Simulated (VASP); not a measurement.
# Ni (Im-3m) in VASP: further runs

Ni is run at these levels: LDA; tasks: single point.

All numbers are computed with VASP 6.6.1; they aren't measurements. Logs are shortened: lines on timing, memory, paths and dates and some standing lists are left out, and cuts for length are marked.

**1. The cell of the first run**

Symmetry: Im-3m, No. 229, cubic system. Conventional cell: a = 2.767 Å, b = 2.767 Å, c = 2.767 Å, α = 90.00°, β = 90.00°, γ = 90.00°. Ni (site symmetry m-3m) has 14 Ni at 2.40 to 2.77 Å within 3.2 Å.

**2. Single point, LDA**

Contents of INCAR:

```
  PREC = Accurate
  ENCUT = 520
  EDIFF = 1E-6
  ISMEAR = -1
  SIGMA = 0.05
  LREAL = False
  LASPH = True
  NELM = 80
  ALGO = Normal
  ISIF = 2
  LWAVE = False
  LCHARG = True
  LELF = True
  LVHAR = True
  NBANDS = 17
```

Contents of KPOINTS:

```
regular mesh
0
Gamma
  11 11 11
```

Contents of POSCAR:

```
Ni
1.0
    0.0000000000      2.7674309400      0.0000000000
    0.0000000000      0.0000000000      2.7674309400
    2.7674309400      0.0000000000      0.0000000000
Ni
2
Direct
    0.0000000000      0.0000000000      0.0000000000
    0.5000000000      0.5000000000      0.5000000000
```

Potentials or basis: VASP PAW LDA potentials, release 64 (Ni).

On the command line:

```sh
cat potpaw_LDA.64/Ni/POTCAR > POTCAR
mpirun -np 1 vasp_std > vasp.out
```

OUTCAR:

```text
PREC = Accurate
   ENCUT = 520
   EDIFF = 1E-6
   ISMEAR = -1
   LREAL = False
   LASPH = True
   NELM = 80
   ISIF = 2

 ion  position               nearest neighbor table
   1  0.000  0.000  0.000-   2 2.40   2 2.40   2 2.40   2 2.40   2 2.40   2 2.40   2 2.40   2 2.40

   2  0.500  0.500  0.500-   1 2.40   1 2.40   1 2.40   1 2.40   1 2.40   1 2.40   1 2.40   1 2.40

  LATTYP: Found a simple cubic cell.
 ALAT       =     2.7674309400

  Lattice vectors:

 A1 = (   0.0000000000,   2.7674309400,   0.0000000000)
 A2 = (   0.0000000000,   0.0000000000,   2.7674309400)
 A3 = (   2.7674309400,   0.0000000000,   0.0000000000)

Analysis of symmetry for initial positions (statically):
=====================================================================
 Subroutine PRICEL returns following result:

  LATTYP: Found a body centered cubic cell.
 ALAT       =     2.7674309400

  Lattice vectors:

 A1 = (  -1.3837154700,   1.3837154700,   1.3837154700)
 A2 = (   1.3837154700,  -1.3837154700,   1.3837154700)
 A3 = (   1.3837154700,   1.3837154700,  -1.3837154700)

   2 primitive cells build up your supercell.

 Routine SETGRP: Setting up the symmetry group for a
 simple cubic supercell.

 Subroutine GETGRP returns: Found 48 space group operations
 (whereof 48 operations were pure point group operations)
 out of a pool of 48 trial point group operations.

The static configuration has the point symmetry O_h .

Analysis of symmetry for dynamics (positions and initial velocities):
=====================================================================
 Subroutine PRICEL returns following result:

  LATTYP: Found a body centered cubic cell.
 ALAT       =     2.7674309400

  Lattice vectors:

 A1 = (  -1.3837154700,   1.3837154700,   1.3837154700)
 A2 = (   1.3837154700,  -1.3837154700,   1.3837154700)
 A3 = (   1.3837154700,   1.3837154700,  -1.3837154700)

   2 primitive cells build up your supercell.

 Routine SETGRP: Setting up the symmetry group for a
 simple cubic supercell.

 Subroutine GETGRP returns: Found 48 space group operations
 (whereof 48 operations were pure point group operations)
 out of a pool of 48 trial point group operations.

The dynamic configuration has the point symmetry O_h .

 Subroutine INISYM returns: Found 48 space group operations
 (whereof 48 operations are pure point group operations),
 and found     2 'primitive' translations

----------------------------------------------------------------------------------------

                                     Primitive cell

  volume of cell :      10.5974

  direct lattice vectors                    reciprocal lattice vectors
    -1.383715470  1.383715470  1.383715470     0.000000000  0.361345964  0.361345964
     1.383715470 -1.383715470  1.383715470     0.361345964 -0.000000000  0.361345964
     1.383715470  1.383715470 -1.383715470     0.361345964  0.361345964  0.000000000

  length of vectors
     2.396665497  2.396665497  2.396665497     0.511020363  0.511020363  0.511020363

  position of ions in fractional coordinates (direct lattice)
     0.000000000  0.000000000  0.000000000

  ion indices of the primitive-cell ions
   primitive index   ion index
                 1           1

----------------------------------------------------------------------------------------

 KPOINTS: regular mesh

Automatic generation of k-mesh.
 Grid dimensions read from file:
 generate k-points for:   11   11   11

 Generating k-lattice:

  Cartesian coordinates                     Fractional coordinates (reciprocal lattice)
     0.000000000  0.032849633  0.000000000     0.090909091  0.000000000  0.000000000
     0.000000000  0.000000000  0.032849633     0.000000000  0.090909091  0.000000000
     0.032849633  0.000000000  0.000000000     0.000000000  0.000000000  0.090909091

  Length of vectors
     0.032849633  0.032849633  0.032849633

  Shift w.r.t. Gamma in fractional coordinates (k-lattice)
     0.000000000  0.000000000  0.000000000

 Subroutine IBZKPT returns following result:
 ===========================================

 Found     56 irreducible k-points:

 Following reciprocal coordinates:
            Coordinates               Weight
  0.000000  0.000000  0.000000      1.000000
  0.090909  0.000000  0.000000      6.000000
  0.181818  0.000000  0.000000      6.000000
  0.272727  0.000000  0.000000      6.000000
  0.363636  0.000000  0.000000      6.000000
  0.454545  0.000000  0.000000      6.000000
[... 16 lines left out ...]
  0.181818  0.090909  0.090909     24.000000
  0.272727  0.090909  0.090909     24.000000
 [... further k-points ...]
   k-points           NKPTS =     56   k-points in BZ     NKDIM =     56   number of bands    NBANDS=     17
   number of dos      NEDOS =    301   number of ions     NIONS =      2
   total plane-waves  NPLWV =  13824
   dimension x,y,z NGX =    24 NGY =   24 NGZ =   24
   dimension x,y,z NGXF=    48 NGYF=   48 NGZF=   48
   ions per type =               2
   NGX,Y,Z   is equivalent  to a cutoff of  14.42, 14.42, 14.42 a.u.
   NGXF,Y,Z  is equivalent  to a cutoff of  28.83, 28.83, 28.83 a.u.
 SYSTEM =  unknown system
   PREC   = accura    normal or accurate (medium, high low for compatibility)
   ISTART =      0    job   : 0-new  1-cont  2-samecut
   ICHARG =      2    charge: 1-file 2-atom 10-const
   ISPIN  =      1    spin polarized calculation?
   LNONCOLLINEAR =      F non collinear calculations
   LSORBIT =      F    spin-orbit coupling
   LASPH  =      T    aspherical Exc in radial PAW
   ENCUT  =  520.0 eV  38.22 Ry    6.18 a.u.   5.15  5.15  5.15*2*pi/ulx,y,z
   NELM   =     80;   NELMIN=  2; NELMDL= -5     # of ELM steps
   EDIFF  = 0.1E-05   stopping-criterion for ELM
   LREAL  =      F    real-space projection
   EDIFFG = 0.1E-04   stopping-criterion for IOM
   NSW    =      0    number of steps for IOM
   IBRION =     -1    ionic relax: 0-MD 1-quasi-New 2-CG
   NFREE  =      0    steps in history (QN), initial steepest desc. (CG)
   ISIF   =      2    stress and relaxation
   ISYM   =      2    0-nonsym 1-usesym 2-fastsym
   POTIM  = 0.5000    time-step for ionic-motion
   TEBEG  =    0.0;   TEEND  =   0.0 temperature during run
   PSTRESS=    0.0 pullay stress
   NELECT =      20.0000    total number of electrons
   NUPDOWN=      -1.0000    fix difference up-down
   EMIN   =  10.00;   EMAX   =-10.00  energy-range for DOS
   EFERMI =   0.00;   METHOD = LEGACY
   ISMEAR =    -1;   SIGMA  =   0.05  broadening in eV -4-tet -1-fermi 0-gaus
   EFERMI_NEDOS =   21; number of points for ismear=-14 and -15
   IALGO  =     38    algorithm
   IMIX   =      4    mixing-type and parameters
     AMIX     =   0.40;   BMIX     =  1.00
     AMIX_MAG =   1.60;   BMIX_MAG =  1.00
  volume/ion in A,a.u.               =      10.60        71.51
  Fermi-wavevector in a.u.,A,eV,Ry     =   1.605738  3.034405 35.081190  2.578395
  Thomas-Fermi vector in A             =   2.702037
   LORBIT       =      0    0 simple, 1 ext, 2 COOP (PROOUT), +10 PAW based schemes
   GGA     = CA    functional components
   LHFCALC =     F    Hartree Fock is set to
   AEXX    =    0.0000 exact exchange contribution
   IVDW    =     0    specifies the selected vdW correction
   LEPSILON=     F    determine dielectric tensor
   LRPA    =     F    only Hartree local field effects (RPA)
 non-spin polarized calculation
  energy-cutoff  :      520.00
  volume of cell :       21.19
 maximum number of plane-waves:       587
 NGX is ok and might be reduce to    24
   NGX = 11   NGY = 11   NGZ = 11

 number of electron      19.9999999 magnetization

 Free energy of the ion-electron system (eV)
  ---------------------------------------------------
  ext. energy  EPLUGINS =         0.00000000
  ---------------------------------------------------
  free energy    TOTEN  =       -12.92976248 eV

  energy without entropy =      -12.89674213  energy(sigma->0) =      -12.91325231

 E-fermi :   9.2361     XC(G=0): -13.7659

 val. band max:        9.2356010008   @ k =   0.1818   0.0000   0.0000
 cond. band min:       9.2370640935   @ k =   0.2727   0.0909   0.0909
 fundamental gap:      0.0014630927
 Fermi energy:         9.2361220560

 k-point     1 :       0.0000    0.0000    0.0000
  band No.  band energies     occupation
      1       0.2641      2.00000
      2       5.1574      2.00000
      3       5.1574      2.00000
      4       7.2505      2.00000
      5       7.2505      2.00000
      6       7.2505      2.00000
[... 9 lines left out ...]
     16      25.4280      0.00000
     17      29.4057      0.00000

 k-point     2 :       0.0909    0.0000    0.0000
  band No.  band energies     occupation
      1       0.4387      2.00000
      2       5.2150      2.00000
      3       5.2281      2.00000
      4       7.2488      2.00000
      5       7.2488      2.00000
      6       7.2930      2.00000
[... 9 lines left out ...]
     16      26.2877      0.00000
     17      30.0747      0.00000

 k-point     3 :       0.1818    0.0000    0.0000
  band No.  band energies     occupation
      1       0.9531      2.00000
      2       5.3582      2.00000
      3       5.4352      2.00000
      4       7.2517      2.00000
      5       7.2517      2.00000
      6       7.4176      2.00000
[... 9 lines left out ...]
     16      27.2146      0.00000
     17      32.4128      0.00000

 k-point     4 :       0.2727    0.0000    0.0000
  band No.  band energies     occupation
      1       1.7750      2.00000
      2       5.4915      2.00000
      3       5.7634      2.00000
      4       7.2801      2.00000
      5       7.2801      2.00000
      6       7.6149      2.00000
[... 9 lines left out ...]
     16      27.7262      0.00000
     17      31.0011      0.00000
[... 343 lines left out ...]
      1       0.7826      2.00000
      2       5.3472      2.00000
      3       5.3472      2.00000
      4       7.1572      2.00000
      5       7.1572      2.00000
      6       7.5365      2.00000
[... 9 lines left out ...]
     16      27.0658      0.00000
     17      31.0557      0.00000

 k-point    23 :       0.1818    0.0909    0.0909
  band No.  band energies     occupation
      1       1.2853      2.00000
      2       5.4984      2.00000
      3       5.5328      2.00000
      4       7.0654      2.00000
      5       7.1300      2.00000
      6       7.7530      2.00000
[... 9 lines left out ...]
     16      28.5488      0.00000
     17      31.0535      0.00000

 k-point    24 :       0.2727    0.0909    0.0909
  band No.  band energies     occupation
      1       2.0835      2.00000
      2       5.6337      2.00000
      3       5.8221      2.00000
      4       7.0335      2.00000
      5       7.0949      2.00000
      6       7.9320      2.00000
[... 9 lines left out ...]
     16      28.8745      0.00000
     17      29.3764      0.00000

 [... further k-points ...]

------------------------ aborting loop because EDIFF is reached ----------------------------------------

  FORCE on cell =-STRESS in cart. coord.  units (eV):
  Direction    XX          YY          ZZ          XY          YZ          ZX
  --------------------------------------------------------------------------------------
  -------------------------------------------------------------------------------------
  Total       -1.5843287     -1.5843287     -1.5843287      0.0000000     -0.0000000     -0.0000000
  in kB     -119.7637768   -119.7637768   -119.7637768      0.0000000     -0.0000000     -0.0000000
  external PRESSURE =    -119.7637768 kB  Pullay stress =       0.0000000 kB

 VOLUME and BASIS-vectors are now :
 -----------------------------------------------------------------------------
  energy-cutoff  :      520.00
  volume of cell :       21.19
      direct lattice vectors                 reciprocal lattice vectors
     0.000000000  2.767430940  0.000000000     0.000000000  0.361345964  0.000000000
     0.000000000  0.000000000  2.767430940     0.000000000  0.000000000  0.361345964
     2.767430940  0.000000000  0.000000000     0.361345964  0.000000000  0.000000000

 POSITION                                       TOTAL-FORCE (eV/Angst)
 -----------------------------------------------------------------------------------
      0.00000      0.00000      0.00000        -0.000000     -0.000000      0.000000
      1.38372      1.38372      1.38372         0.000000      0.000000     -0.000000
 -----------------------------------------------------------------------------------
    total drift:                               -0.000000      0.000000      0.000000

  FREE ENERGIE OF THE ION-ELECTRON SYSTEM (eV)
  ---------------------------------------------------
  free  energy   TOTEN  =       -12.9297624769 eV

  energy  without entropy=      -12.8967421347  energy(sigma->0) =      -12.91325231
```

It took 8.3 s on 1 thread of Intel Xeon Platinum 8488C (Sapphire Rapids), shared host; peak memory 0.13 GiB.

What came out:

```
Free energy            : -12.9298 eV
Pressure               : -12.0 GPa
Band gap on the k mesh : zero (band 10 reaches 9.59 eV, above the bottom of band 11 at 9.03 eV)
```

Caveat: the run has no spin polarisation, though such a crystal can be magnetic. Spin polarisation is off, so any magnetic state and its effect on volume and gap are missing.

**3. Single point, LDA**

Contents of INCAR:

```
PREC = Accurate
ENCUT = 520
EDIFF = 1E-7
ISMEAR = -1
SIGMA = 0.01
LREAL = F
LASPH = T
NELM = 100
ALGO = Normal
ISIF = 2
LWAVE = F
LCHARG = F
NBANDS = 17
```

Contents of KPOINTS:

```
Automatic mesh
0
Gamma
  11 11 11
```

POSCAR is that of step 2.

Potentials or basis: VASP PAW LDA potentials, release 64 (Ni).

On the command line:

```sh
cat potpaw_LDA.64/Ni/POTCAR > POTCAR
mpirun -np 1 vasp_std > vasp.out
```

It took 9.1 s on 1 thread of Intel Xeon Platinum 8488C (Sapphire Rapids), shared host; peak memory 0.13 GiB.

Results (log left out):

```yaml
Free_energy: -12.9139 eV
Pressure: -12.1 GPa
Band_gap_on_the_k_mesh: zero (band 10 reaches 9.60 eV, above the bottom of band 11 at 9.04 eV)
```

Levels at points of the mesh, in eV from the Fermi level:
```tsv
k point	band 6	band 7	band 8	band 9	band 10	band 11	band 12	band 13	band 14	band 15
(0.00, 0.00, 0.00)	-1.98	-0.55	-0.55	0.18	0.18	0.18	9.99	9.99	9.99	16.19
```

Caveat: the run has no spin polarisation, though such a crystal can be magnetic.

[end of part 1 of 2]
